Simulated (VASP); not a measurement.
Crystal: Cr.

```
CELL_PARAMETERS angstrom
-1.49434 1.54520 1.39322
1.56967 -1.45096 1.37431
1.40634 1.36296 -1.29897
ATOMIC_POSITIONS crystal
Cr 0.00000 0.00000 0.00000
```

Program: VASP 6.6.1. Alike in all runs: task single point; level PBE; potentials or basis VASP PAW PBE potentials, release 64 (Cr_pv); spin collinear, ferromagnetic start; cell as given; cutoff (eV) 520; smearing fermi-dirac 0.05 eV.

Question: Order these runs on this cell by their pressure, lowest first.
A. fixed moment (μB) 4.5; k mesh 11 × 11 × 11
B. fixed moment (μB) 3.0; k mesh 11 × 11 × 11
C. fixed moment (μB) 6.0; k mesh 11 × 11 × 11
D. fixed moment (μB) 3.8; k mesh 11 × 11 × 11
E. k mesh 13 × 13 × 13

Answer: E (-6.8 GPa), B (49.9 GPa), D (78.6 GPa), A (108.5 GPa), C (187.0 GPa).

Caveats: the total moment is fixed, so each spin has its own Fermi level (some runs).
